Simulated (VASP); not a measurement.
**HfSi: single point with r2SCAN**

The system is HfSi.

```
Hf Si
1.0
     3.27189    0.00000    0.00000
     0.00000    3.27189    0.00000
     0.00000    0.00000    3.27189
Hf Si
1 1
Cartesian
  0.0000 0.0000 0.0000
  1.6359 1.6359 1.6359
```

```yaml
Program: VASP 6.6.1
Task: single point
Functional: r2SCAN
Potentials_or_basis: VASP PAW PBE potentials, release 64 (Hf_pv, Si)
Cutoff: 520 eV
k_mesh: 18 × 18 × 18
Occupations: gaussian, width 0.1 eV
Spin: no spin polarisation
Dipole_correction: no
Further_INCAR_settings: ALGO = Normal; EDIFF = 1e-06; NBANDS = 14
```

The pressure is -0.3 GPa and the band gap on the k mesh is zero (bands 7 and 8 overlap by 2.43 eV).

Levels at points of the mesh, in eV from the Fermi level:
| k point | band 3 | band 4 | band 5 | band 6 | band 7 | band 8 | band 9 | band 10 | band 11 | band 12 |
| --- | --- | --- | --- | --- | --- | --- | --- | --- | --- | --- |
| (0.00, 0.00, 0.00) | -31.57 | -11.88 | -2.00 | -2.00 | 1.97 | 1.97 | 1.97 | 3.99 | 3.99 | 3.99 |
| (0.50, 0.00, 0.00) | -31.53 | -8.61 | -7.01 | -0.59 | -0.46 | -0.46 | 4.65 | 5.35 | 5.86 | 8.60 |
| (0.50, 0.50, 0.00) | -31.50 | -8.24 | -3.41 | -3.41 | -2.26 | 1.55 | 1.55 | 4.22 | 5.40 | 6.27 |
| (0.50, 0.50, 0.50) | -31.83 | -4.92 | -4.92 | -4.92 | -4.58 | 3.34 | 3.34 | 3.34 | 6.46 | 6.46 |

Run time: 66 s on 1 thread of Intel(R) Xeon(R) 6975P-C (Granite Rapids), with other jobs on the host, peak memory 0.23 GiB.

Caveat: the PAW data sets were made with another functional, which shifts forces and pressure a little; spin-orbit coupling is left out, which moves the levels of the heavy elements.
